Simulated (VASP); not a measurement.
# SnO2 (P4_2/mnm) in VASP: single point with r2SCAN

Aim: the single point of SnO2 with r2SCAN.

Everything below comes from runs of VASP 6.6.1. Logs are shortened: lines on timing, memory, paths and dates and some standing lists are left out, and cuts for length are marked.

## Step 1: The cell of the first run

The structure is tetragonal, space group P4_2/mnm (No. 136). Conventional cell: a = 4.760 Å, b = 4.760 Å, c = 3.200 Å, α = 90.00°, β = 90.00°, γ = 90.00°. Within 2.7 Å of Sn (site symmetry mmm) lie 6 O at 2.06 to 2.07 Å. Within 2.7 Å of O (site symmetry m2m) lie 3 Sn at 2.06 to 2.07 Å and 1 O at 2.61 Å.

## Step 2: Single point, r2SCAN

Contents of POSCAR:

```
SnO2
1.0
    4.7604949017      0.0000000000      0.0000000000
    0.0000000000      4.7604949017      0.0000000000
    0.0000000000      0.0000000000      3.2001628142
Sn O
2 4
Direct
    0.0000000000      0.0000000000      0.0000000000
    0.5000000000      0.5000000000      0.5000000000
    0.3058809152      0.3058809152      0.0000000000
    0.1941190848      0.8058809152      0.5000000000
    0.6941190848      0.6941190848      0.0000000000
    0.8058809152      0.1941190848      0.5000000000
```

Contents of INCAR.step1:

```
SYSTEM = SnO2
  ALGO = Normal
  EDIFF = 1E-4
  ENCUT = 520
  GGA = PE
  ISMEAR = 0
  LASPH = .True.
  LCHARG = .False.
  LREAL = .False.
  LWAVE = .True.
  NBANDS = 35
  NELM = 100
  PREC = Accurate
  SIGMA = 0.01
```

Contents of INCAR.step2:

```
SYSTEM = SnO2
  ALGO = Normal
  EDIFF = 1E-6
  ENCUT = 520
  ISIF = 2
  ISMEAR = 0
  ISTART = 1
  LASPH = .True.
  LCHARG = .True.
  LELF = .True.
  LMIXTAU = .True.
  LREAL = .False.
  LVHAR = .True.
  LWAVE = .False.
  METAGGA = R2SCAN
  NBANDS = 35
  NELM = 100
  PREC = Accurate
  SIGMA = 0.01
```

Contents of KPOINTS:

```
k-points
0
Gamma
  6 6 8
  0 0 0
```

Potentials or basis: VASP PAW PBE potentials, release 64 (Sn_d, O).

The run is started by

```sh
$ cat potpaw_PBE.64/Sn_d/POTCAR potpaw_PBE.64/O/POTCAR > POTCAR
$ cp INCAR.step1 INCAR
$ mpirun -np 1 vasp_std > vasp.out
$ cp INCAR.step2 INCAR
$ mpirun -np 1 vasp_std > vasp.out
```

OUTCAR:

```text
SYSTEM = SnO2
   EDIFF = 1E-6
   ENCUT = 520
   ISIF = 2
   ISMEAR = 0
   ISTART = 1
   LASPH = .True.
   LREAL = .False.
   METAGGA = R2SCAN
   NELM = 100
   PREC = Accurate

 ion  position               nearest neighbor table
   1  0.000  0.000  0.000-   3 2.06   5 2.06   4 2.07   6 2.07   4 2.07   6 2.07   2 3.73   2 3.73
                             2 3.73   2 3.73   2 3.73   2 3.73   2 3.73   2 3.73
   2  0.500  0.500  0.500-   4 2.06   6 2.06   5 2.07   3 2.07   3 2.07   5 2.07   1 3.73   1 3.73
                             1 3.73   1 3.73   1 3.73   1 3.73   1 3.73   1 3.73
   3  0.306  0.306  0.000-   1 2.06   2 2.07   2 2.07
   4  0.194  0.806  0.500-   2 2.06   1 2.07   1 2.07
   5  0.694  0.694  0.000-   1 2.06   2 2.07   2 2.07
   6  0.806  0.194  0.500-   2 2.06   1 2.07   1 2.07

  LATTYP: Found a simple tetragonal cell.
 ALAT       =     4.7604949017
 C/A-ratio  =     0.6722332195

  Lattice vectors:

 A1 = (   4.7604949017,   0.0000000000,   0.0000000000)
 A2 = (   0.0000000000,   4.7604949017,   0.0000000000)
 A3 = (   0.0000000000,   0.0000000000,   3.2001628142)

Analysis of symmetry for initial positions (statically):
=====================================================================
 Subroutine PRICEL returns:
 Original cell was already a primitive cell.

 Routine SETGRP: Setting up the symmetry group for a
 simple tetragonal supercell.

 Subroutine GETGRP returns: Found 16 space group operations
 (whereof  8 operations were pure point group operations)
 out of a pool of 16 trial point group operations.

The static configuration has the point symmetry D_2h.
 The point group associated with its full space group is D_4h.

Analysis of symmetry for dynamics (positions and initial velocities):
=====================================================================
 Subroutine PRICEL returns:
 Original cell was already a primitive cell.

 Routine SETGRP: Setting up the symmetry group for a
 simple tetragonal supercell.

 Subroutine GETGRP returns: Found 16 space group operations
 (whereof  8 operations were pure point group operations)
 out of a pool of 16 trial point group operations.

The dynamic configuration has the point symmetry D_2h.
 The point group associated with its full space group is D_4h.

 Subroutine INISYM returns: Found 16 space group operations
 (whereof  8 operations are pure point group operations),
 and found     1 'primitive' translations

----------------------------------------------------------------------------------------

[... 105 lines left out ...]
   NFREE  =      0    steps in history (QN), initial steepest desc. (CG)
   ISIF   =      2    stress and relaxation
   ISYM   =      2    0-nonsym 1-usesym 2-fastsym
   POTIM  = 0.5000    time-step for ionic-motion
   TEBEG  =    0.0;   TEEND  =   0.0 temperature during run
   PSTRESS=    0.0 pullay stress
   NELECT =      52.0000    total number of electrons
   NUPDOWN=      -1.0000    fix difference up-down
   EMIN   =  10.00;   EMAX   =-10.00  energy-range for DOS
   EFERMI =   0.00;   METHOD = LEGACY
   ISMEAR =     0;   SIGMA  =   0.01  broadening in eV -4-tet -1-fermi 0-gaus
   EFERMI_NEDOS =   21; number of points for ismear=-14 and -15
   IALGO  =     38    algorithm
   IMIX   =      4    mixing-type and parameters
     AMIX     =   0.40;   BMIX     =  1.00
     AMIX_MAG =   1.60;   BMIX_MAG =  1.00
  volume/ion in A,a.u.               =      12.09        81.57
  Fermi-wavevector in a.u.,A,eV,Ry     =   1.465268  2.768956 29.211865  2.147011
  Thomas-Fermi vector in A             =   2.581146
   LORBIT       =      0    0 simple, 1 ext, 2 COOP (PROOUT), +10 PAW based schemes
   METAGGA = R2SCAN    functional components
   LHFCALC =     F    Hartree Fock is set to
   AEXX    =    0.0000 exact exchange contribution
   IVDW    =     0    specifies the selected vdW correction
   LEPSILON=     F    determine dielectric tensor
   LRPA    =     F    only Hartree local field effects (RPA)
 non-spin polarized calculation
 Gauss-broadening in eV      SIGMA  =   0.01
  energy-cutoff  :      520.00
  volume of cell :       72.52
 maximum number of plane-waves:      1992
 NGX is ok and might be reduce to    36
   NGX = 17   NGY = 17   NGZ = 11

 number of electron      52.0000003 magnetization

 Free energy of the ion-electron system (eV)
  ---------------------------------------------------
  ext. energy  EPLUGINS =         0.00000000
  ---------------------------------------------------
  free energy    TOTEN  =       -84.62955853 eV

  energy without entropy =      -84.62955853  energy(sigma->0) =      -84.62955853

 E-fermi :   5.6130     XC(G=0): -11.9692

 val. band max:        5.5569715414   @ k =   0.0000   0.0000   0.0000
 cond. band min:       7.3509265992   @ k =   0.0000   0.0000   0.0000
 fundamental gap:      1.7939550578
 Fermi energy:         5.6129932960

 k-point     1 :       0.0000    0.0000    0.0000
  band No.  band energies     occupation
      1     -16.1806      2.00000
      2     -15.2675      2.00000
      3     -14.9672      2.00000
      4     -14.9672      2.00000
      5     -14.9448      2.00000
      6     -14.9059      2.00000
[... 901 lines left out ...]
     34      18.8052      0.00000
     35      19.0986      0.00000

 [... further k-points ...]

------------------------ aborting loop because EDIFF is reached ----------------------------------------

  FORCE on cell =-STRESS in cart. coord.  units (eV):
  Direction    XX          YY          ZZ          XY          YZ          ZX
  --------------------------------------------------------------------------------------
  -------------------------------------------------------------------------------------
  Total        0.4069236      0.4069236      0.6652307     -0.0000000      0.0000000      0.0000000
  in kB        8.9897399      8.9897399     14.6962511     -0.0000000      0.0000000      0.0000000
  external PRESSURE =      10.8919103 kB  Pullay stress =       0.0000000 kB

 VOLUME and BASIS-vectors are now :
 -----------------------------------------------------------------------------
  energy-cutoff  :      520.00
  volume of cell :       72.52
      direct lattice vectors                 reciprocal lattice vectors
     4.760494902  0.000000000  0.000000000     0.210062193  0.000000000  0.000000000
     0.000000000  4.760494902  0.000000000     0.000000000  0.210062193  0.000000000
     0.000000000  0.000000000  3.200162814     0.000000000  0.000000000  0.312484101

 POSITION                                       TOTAL-FORCE (eV/Angst)
 -----------------------------------------------------------------------------------
      0.00000      0.00000      0.00000         0.000000      0.000000      0.000000
      2.38025      2.38025      1.60008         0.000000      0.000000      0.000000
      1.45614      1.45614      0.00000        -0.017046     -0.017046     -0.000000
      0.92410      3.83639      1.60008         0.017046     -0.017046     -0.000000
      3.30435      3.30435      0.00000         0.017046      0.017046      0.000000
      3.83639      0.92410      1.60008        -0.017046      0.017046      0.000000
 -----------------------------------------------------------------------------------
    total drift:                                0.000000      0.000000      0.000000

  FREE ENERGIE OF THE ION-ELECTRON SYSTEM (eV)
  ---------------------------------------------------
  free  energy   TOTEN  =       -84.6295585331 eV

  energy  without entropy=      -84.6295585331  energy(sigma->0) =      -84.62955853
```

OUTCAR.step1:

```text
SYSTEM = SnO2
   EDIFF = 1E-4
   ENCUT = 520
   GGA = PE
   ISMEAR = 0
   LASPH = .True.
   LREAL = .False.
   NELM = 100
[... 1152 lines left out ...]
      0.92410      3.83639      1.60008         0.033103     -0.033103      0.000000
      3.30435      3.30435      0.00000         0.033103      0.033103     -0.000000
      3.83639      0.92410      1.60008        -0.033103      0.033103     -0.000000
 -----------------------------------------------------------------------------------
    total drift:                                0.000000      0.000000      0.000000

  FREE ENERGIE OF THE ION-ELECTRON SYSTEM (eV)
  ---------------------------------------------------
  free  energy   TOTEN  =       -37.2283841477 eV

  energy  without entropy=      -37.2283841477  energy(sigma->0) =      -37.22838415
```

OSZICAR.step1:

```text
N       E                     dE             d eps       ncg     rms          rms(c)
DAV:   1     0.637407775615E+03    0.63741E+03   -0.25746E+04  3901   0.232E+03
DAV:   2     0.566615758099E+02   -0.58075E+03   -0.54694E+03  3764   0.607E+02
DAV:   3    -0.383873400211E+02   -0.95049E+02   -0.93388E+02  3766   0.207E+02
DAV:   4    -0.433168363561E+02   -0.49295E+01   -0.48903E+01  4443   0.506E+01
DAV:   5    -0.434446525004E+02   -0.12782E+00   -0.12762E+00  4374   0.860E+00    0.160E+01
DAV:   6    -0.371417668345E+02    0.63029E+01   -0.17556E+01  5550   0.640E+01    0.620E+00
DAV:   7    -0.372567433159E+02   -0.11498E+00   -0.20356E+00  4066   0.792E+00    0.322E+00
DAV:   8    -0.372347769272E+02    0.21966E-01   -0.16876E-01  5138   0.414E+00    0.748E-01
DAV:   9    -0.372275963161E+02    0.71806E-02   -0.34937E-02  5780   0.298E+00    0.131E-01
DAV:  10    -0.372282709330E+02   -0.67462E-03   -0.38363E-03  4438   0.482E-01    0.536E-02
DAV:  11    -0.372283831361E+02   -0.11220E-03   -0.16687E-04  3486   0.101E-01    0.138E-02
DAV:  12    -0.372283841477E+02   -0.10117E-05   -0.22918E-05  2207   0.450E-02
   1 F= -.37228384E+02 E0= -.37228384E+02  d E =-.211198E-85
```

It took 3.9 min on 1 thread of Intel Xeon Platinum 8375C at 2.90GHz (Ice Lake), shared host; peak memory 0.24 GiB.

What came out:

| Quantity | Value |
| --- | --- |
| Free energy | -84.6296 eV |
| Pressure | 1.1 GPa |
| Largest force | 0.024 eV/Å |
| Band gap on the k mesh | 1.79 eV |

Forces in eV/Å, atoms in the order of the input:
```
Sn   0.000  0.000  0.000
Sn   0.000  0.000  0.000
O   -0.017 -0.017  0.000
O    0.017 -0.017  0.000
O    0.017  0.017  0.000
O   -0.017  0.017  0.000
```

Levels at points of the mesh, in eV from the valence-band top:
| k point | band 24 | band 25 | band 26 | band 27 | band 28 | band 29 |
| --- | --- | --- | --- | --- | --- | --- |
| (0.00, 0.00, 0.00) | -0.78 | -0.78 | 0.00 | 1.79 | 6.82 | 7.05 |
| (0.50, 0.00, 0.00) | -1.17 | -0.62 | -0.62 | 5.00 | 5.00 | 7.81 |
| (0.50, 0.50, 0.00) | -1.30 | -0.92 | -0.92 | 5.45 | 5.45 | 8.22 |
| (0.00, 0.00, 0.50) | -1.67 | -1.27 | -1.27 | 6.87 | 6.87 | 10.53 |
| (0.50, 0.00, 0.50) | -1.11 | -0.69 | -0.69 | 7.15 | 7.15 | 8.85 |
| (0.50, 0.50, 0.50) | -0.96 | -0.85 | -0.85 | 5.52 | 5.52 | 9.65 |

Caveat: the PAW data sets were made with another functional, which shifts forces and pressure a little; spin-orbit coupling is left out, which moves the levels of the heavy elements. r2SCAN opens gaps a little over a GGA but as a rule still falls short of measured ones.
